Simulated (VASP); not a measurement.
# Si3C4 (P1) in VASP: single point with HSE06

Aim: the single point of Si3C4 with HSE06.

Everything below comes from runs of VASP 6.6.1. Logs are shortened: lines on timing, memory, paths and dates and some standing lists are left out, and cuts for length are marked.

## (1) The cell of the first run

The typed cell holds 7 atoms: a = 4.360 Å, b = 4.360 Å, c = 4.360 Å, α = 90.00°, β = 90.00°, γ = 90.00°.

## (2) Single point, HSE06

Contents of POSCAR:

```
Si3C4
1.0
    4.3600000000      0.0000000000      0.0000000000
    0.0000000000      4.3600000000      0.0000000000
    0.0000000000      0.0000000000      4.3600000000
Si C
3 4
Direct
    0.1375500000      0.5690600000      0.7321700000
    0.6355700000      0.0735100000      0.7260300000
    0.6369600000      0.5704800000      0.2284100000
    0.3848200000      0.3186600000      0.4784300000
    0.3881000000      0.8194100000      0.9773800000
    0.8886900000      0.3182600000      0.9756300000
    0.8842100000      0.8210400000      0.4780000000
```

Contents of INCAR.step1:

```
PREC     = Accurate       # precision mode
ENCUT    = 520            # plane-wave cutoff, eV
EDIFF    = 1E-5           # SCF threshold, eV
ISMEAR   = 0              # smearing method
SIGMA    = 0.01           # smearing width, eV
LREAL    = False          # projectors in reciprocal space
LASPH    = True           # aspherical terms in the spheres
NELM     = 120            # most SCF steps
ALGO     = Normal         # electronic algorithm
ISIF     = 2              # what is computed and relaxed
LWAVE    = True           # write WAVECAR
LCHARG   = False          # write CHGCAR
GGA      = PE             # functional
NBANDS   = 23             # bands
GGA_COMPAT= False
```

Contents of INCAR.step2:

```
PREC     = Accurate       # precision mode
ENCUT    = 520            # plane-wave cutoff, eV
EDIFF    = 1E-6           # SCF threshold, eV
ISMEAR   = 0              # smearing method
SIGMA    = 0.01           # smearing width, eV
LREAL    = False          # projectors in reciprocal space
LASPH    = True           # aspherical terms in the spheres
NELM     = 120            # most SCF steps
ALGO     = Normal         # electronic algorithm
ISIF     = 2              # what is computed and relaxed
LWAVE    = False          # write WAVECAR
LCHARG   = False          # write CHGCAR
GGA      = PE             # functional
LHFCALC  = True           # exact exchange
HFSCREEN = 0.2079         # screening, 1/A
PRECFOCK = Normal       
ISTART   = 1            
NBANDS   = 23             # bands
GGA_COMPAT= False
```

Contents of KPOINTS:

```
Automatic mesh
0
Gamma
  1 1 1
```

Potentials or basis: VASP PAW PBE potentials, release 64 (Si, C).

Started as:

```
$ cat potpaw_PBE.64/Si/POTCAR potpaw_PBE.64/C/POTCAR > POTCAR
$ cp INCAR.step1 INCAR
$ mpirun -np 1 vasp_gam > vasp.out
$ cp INCAR.step2 INCAR
$ mpirun -np 1 vasp_gam > vasp.out
```

OUTCAR:

```text
PREC = Accurate
   ENCUT = 520
   EDIFF = 1E-6
   ISMEAR = 0
   LREAL = False
   LASPH = True
   NELM = 120
   ISIF = 2
   GGA = PE
   LHFCALC = True
   HFSCREEN = 0.2079
   PRECFOCK = Normal
   ISTART = 1

 ion  position               nearest neighbor table
   1  0.138  0.569  0.732-   6 1.87   5 1.88   4 1.89   7 1.91   2 3.06   3 3.07   3 3.07   2 3.08
                             2 3.09   3 3.09   3 3.10   2 3.10
   2  0.636  0.074  0.726-   4 1.87   6 1.88   7 1.89   5 1.90   1 3.06   3 3.07   1 3.08   3 3.08
                             3 3.09   1 3.09   3 3.10   1 3.10
   3  0.637  0.570  0.228-   7 1.88   5 1.88   4 1.90   6 1.90   2 3.07   1 3.07   1 3.07   2 3.08
                             2 3.09   1 3.09   1 3.10   2 3.10
   4  0.385  0.319  0.478-   2 1.87   1 1.89   3 1.90
   5  0.388  0.819  0.977-   1 1.88   3 1.88   2 1.90
   6  0.889  0.318  0.976-   1 1.87   2 1.88   3 1.90
   7  0.884  0.821  0.478-   3 1.88   2 1.89   1 1.91

  LATTYP: Found a simple cubic cell.
 ALAT       =     4.3600000000

  Lattice vectors:

 A1 = (   4.3600000000,   0.0000000000,   0.0000000000)
 A2 = (   0.0000000000,   4.3600000000,   0.0000000000)
 A3 = (   0.0000000000,   0.0000000000,   4.3600000000)

Analysis of symmetry for initial positions (statically):
=====================================================================
 Subroutine PRICEL returns:
 Original cell was already a primitive cell.

 Routine SETGRP: Setting up the symmetry group for a
 simple cubic supercell.

 Subroutine GETGRP returns: Found  1 space group operations
 (whereof  1 operations were pure point group operations)
 out of a pool of 48 trial point group operations.

The static configuration has the point symmetry C_1 .

Analysis of symmetry for dynamics (positions and initial velocities):
=====================================================================
 Subroutine PRICEL returns:
 Original cell was already a primitive cell.

 Routine SETGRP: Setting up the symmetry group for a
 simple cubic supercell.

 Subroutine GETGRP returns: Found  1 space group operations
 (whereof  1 operations were pure point group operations)
 out of a pool of 48 trial point group operations.

The dynamic configuration has the point symmetry C_1 .

 Subroutine INISYM returns: Found  1 space group operations
 (whereof  1 operations are pure point group operations),
 and found     1 'primitive' translations

----------------------------------------------------------------------------------------

                                     Primitive cell

  volume of cell :      82.8819

  direct lattice vectors                    reciprocal lattice vectors
     4.360000000  0.000000000  0.000000000     0.229357798  0.000000000  0.000000000
     0.000000000  4.360000000  0.000000000     0.000000000  0.229357798  0.000000000
     0.000000000  0.000000000  4.360000000     0.000000000  0.000000000  0.229357798

  length of vectors
     4.360000000  4.360000000  4.360000000     0.229357798  0.229357798  0.229357798

  position of ions in fractional coordinates (direct lattice)
     0.137550000  0.569060000  0.732170000
     0.635570000  0.073510000  0.726030000
     0.636960000  0.570480000  0.228410000
     0.384820000  0.318660000  0.478430000
     0.388100000  0.819410000  0.977380000
     0.888690000  0.318260000  0.975630000
     0.884210000  0.821040000  0.478000000

  ion indices of the primitive-cell ions
   primitive index   ion index
                 1           1
                 2           2
                 3           3
                 4           4
                 5           5
                 6           6
                 7           7

----------------------------------------------------------------------------------------

 KPOINTS: Automatic mesh

Automatic generation of k-mesh.
 Grid dimensions read from file:
 generate k-points for:    1    1    1

 Generating k-lattice:

  Cartesian coordinates                     Fractional coordinates (reciprocal lattice)
     0.229357798  0.000000000  0.000000000     1.000000000  0.000000000  0.000000000
     0.000000000  0.229357798  0.000000000     0.000000000  1.000000000  0.000000000
     0.000000000  0.000000000  0.229357798     0.000000000  0.000000000  1.000000000

  Length of vectors
     0.229357798  0.229357798  0.229357798

  Shift w.r.t. Gamma in fractional coordinates (k-lattice)
     0.000000000  0.000000000  0.000000000

 Subroutine IBZKPT returns following result:
 ===========================================

 Found      1 irreducible k-points:

 Following reciprocal coordinates:
            Coordinates               Weight
  0.000000  0.000000  0.000000      1.000000
   k-points           NKPTS =      1   k-points in BZ     NKDIM =      1   number of bands    NBANDS=     23
   number of dos      NEDOS =    301   number of ions     NIONS =      7
   total plane-waves  NPLWV =  32768
   dimension x,y,z NGX =    32 NGY =   32 NGZ =   32
   dimension x,y,z NGXF=    64 NGYF=   64 NGZF=   64
   ions per type =               3   4
   NGX,Y,Z   is equivalent  to a cutoff of  12.20, 12.20, 12.20 a.u.
   NGXF,Y,Z  is equivalent  to a cutoff of  24.40, 24.40, 24.40 a.u.
 SYSTEM =  unknown system
   PREC   = accura    normal or accurate (medium, high low for compatibility)
   ISTART =      1    job   : 0-new  1-cont  2-samecut
   ICHARG =      0    charge: 1-file 2-atom 10-const
   ISPIN  =      1    spin polarized calculation?
   LNONCOLLINEAR =      F non collinear calculations
   LSORBIT =      F    spin-orbit coupling
   LASPH  =      T    aspherical Exc in radial PAW
   ENCUT  =  520.0 eV  38.22 Ry    6.18 a.u.   8.11  8.11  8.11*2*pi/ulx,y,z
   NELM   =    120;   NELMIN=  2; NELMDL=  0     # of ELM steps
   EDIFF  = 0.1E-05   stopping-criterion for ELM
   LREAL  =      F    real-space projection
   EDIFFG = 0.1E-04   stopping-criterion for IOM
   NSW    =      0    number of steps for IOM
   IBRION =     -1    ionic relax: 0-MD 1-quasi-New 2-CG
   NFREE  =      0    steps in history (QN), initial steepest desc. (CG)
   ISIF   =      2    stress and relaxation
   ISYM   =      3    0-nonsym 1-usesym 2-fastsym
   POTIM  = 0.5000    time-step for ionic-motion
   TEBEG  =    0.0;   TEEND  =   0.0 temperature during run
   PSTRESS=    0.0 pullay stress
   NELECT =      28.0000    total number of electrons
   NUPDOWN=      -1.0000    fix difference up-down
   EMIN   =  10.00;   EMAX   =-10.00  energy-range for DOS
   EFERMI =   0.00;   METHOD = LEGACY
   ISMEAR =     0;   SIGMA  =   0.01  broadening in eV -4-tet -1-fermi 0-gaus
   EFERMI_NEDOS =   21; number of points for ismear=-14 and -15
   IALGO  =     38    algorithm
   IMIX   =      1    mixing-type and parameters
     AMIX     =   0.40;   BMIX     =  1.00
     AMIX_MAG =   1.60;   BMIX_MAG =  1.00
  volume/ion in A,a.u.               =      11.84        79.90
  Fermi-wavevector in a.u.,A,eV,Ry     =   1.140182  2.154632 17.687792  1.300016
  Thomas-Fermi vector in A             =   2.276885
   LORBIT       =      0    0 simple, 1 ext, 2 COOP (PROOUT), +10 PAW based schemes
   GGA     = PE    functional components
   LHFCALC =     T    Hartree Fock is set to
   PRECFOCK=normal    Normal, Fast or Accurate (Low or Medium for compatibility)
   ENCUT4O =  -1.0   cutoff for four orbital integrals eV
   NKREDX  =     1    reduce k-point grid by
   NKREDY  =     1    reduce k-point grid by
   NKREDZ  =     1    reduce k-point grid by
   AEXX    =    0.2500 exact exchange contribution
   HFSCREEN=    0.2079 screening length (either q_TF or 0.3 A-1)
   HFSCREENC=   0.2079 screening length for correlation (either q_TF or 0.3 A-1)
   ENCUTFOCK=  -1.0 apply spherical cutoff to Coloumb kernel
   IVDW    =     0    specifies the selected vdW correction
   LEPSILON=     F    determine dielectric tensor
   LRPA    =     F    only Hartree local field effects (RPA)
 non-spin polarized calculation
 Gauss-broadening in eV      SIGMA  =   0.01
  energy-cutoff  :      520.00
  volume of cell :       82.88
 maximum number of plane-waves:      1103
  NGX = 28; NGY = 28; NGZ = 28

 number of electron      27.9999995 magnetization

 Free energy of the ion-electron system (eV)
  ---------------------------------------------------
  ext. energy  EPLUGINS =         0.00000000
  ---------------------------------------------------
  free energy    TOTEN  =       -50.24333316 eV

  energy without entropy =      -50.24333316  energy(sigma->0) =      -50.24333316

 E-fermi :   6.5248     XC(G=0):  -8.6353

 val. band max:        6.4290399344   @ k =   0.0000   0.0000   0.0000
 cond. band min:       7.6867000288   @ k =   0.0000   0.0000   0.0000
 fundamental gap:      1.2576600944
 Fermi energy:         6.5248134041

 k-point     1 :       0.0000    0.0000    0.0000
  band No.  band energies     occupation
      1     -10.7986      2.00000
      2      -5.7250      2.00000
      3      -5.6439      2.00000
      4      -5.6263      2.00000
      5      -3.1437      2.00000
      6      -3.1236      2.00000
[... 15 lines left out ...]
     22      12.8501      0.00000
     23      15.2158      0.00000

------------------------ aborting loop because EDIFF is reached ----------------------------------------

  FORCE on cell =-STRESS in cart. coord.  units (eV):
  Direction    XX          YY          ZZ          XY          YZ          ZX
  --------------------------------------------------------------------------------------
  -------------------------------------------------------------------------------------
  Total       -3.1568773     -3.2383194      4.3292251      0.1358973      0.3366979      1.1397231
  in kB      -61.0251446    -62.5994908     83.6876334      2.6270119      6.5086582     22.0318244
  external PRESSURE =     -13.3123340 kB  Pullay stress =       0.0000000 kB

 VOLUME and BASIS-vectors are now :
 -----------------------------------------------------------------------------
  energy-cutoff  :      520.00
  volume of cell :       82.88
      direct lattice vectors                 reciprocal lattice vectors
     4.360000000  0.000000000  0.000000000     0.229357798  0.000000000  0.000000000
     0.000000000  4.360000000  0.000000000     0.000000000  0.229357798  0.000000000
     0.000000000  0.000000000  4.360000000     0.000000000  0.000000000  0.229357798

 POSITION                                       TOTAL-FORCE (eV/Angst)
 -----------------------------------------------------------------------------------
      0.59972      2.48110      3.19226        -0.036214      0.043543     -0.414370
      2.77109      0.32050      3.16549         0.052786     -0.009225      0.156499
      2.77715      2.48729      0.99587        -0.021450     -0.094030     -0.091386
      1.67782      1.38936      2.08595         2.240420      2.382923      3.399915
      1.69212      3.57263      4.26138         2.241784     -2.256197     -3.363845
      3.87469      1.38761      4.25375        -2.399742      2.371161     -3.194744
      3.85516      3.57973      2.08408        -2.077584     -2.438175      3.507931
 -----------------------------------------------------------------------------------
    total drift:                                0.000070      0.000750      0.000069

  FREE ENERGIE OF THE ION-ELECTRON SYSTEM (eV)
  ---------------------------------------------------
  free  energy   TOTEN  =       -50.2433331633 eV

  energy  without entropy=      -50.2433331633  energy(sigma->0) =      -50.24333316
```

Run time: 48 s. Hardware: 1 thread of AMD EPYC 7R43 (Zen 3), shared host; peak memory 0.24 GiB.

What came out:

| Quantity | Value |
| --- | --- |
| Free energy | -50.2433 eV |
| Pressure | -1.3 GPa |
| Largest force | 4.750 eV/Å |
| Band gap on the k mesh | 1.26 eV |

Forces in eV/Å, atoms in the order of the input:
```
Si  -0.036  0.044 -0.414
Si   0.053 -0.009  0.156
Si  -0.021 -0.094 -0.091
C    2.240  2.383  3.400
C    2.242 -2.256 -3.364
C   -2.400  2.371 -3.195
C   -2.078 -2.438  3.508
```

Caveat: the k points lie up to 1.44 Å⁻¹ apart; the PAW data sets were made with another functional, which shifts forces and pressure a little.
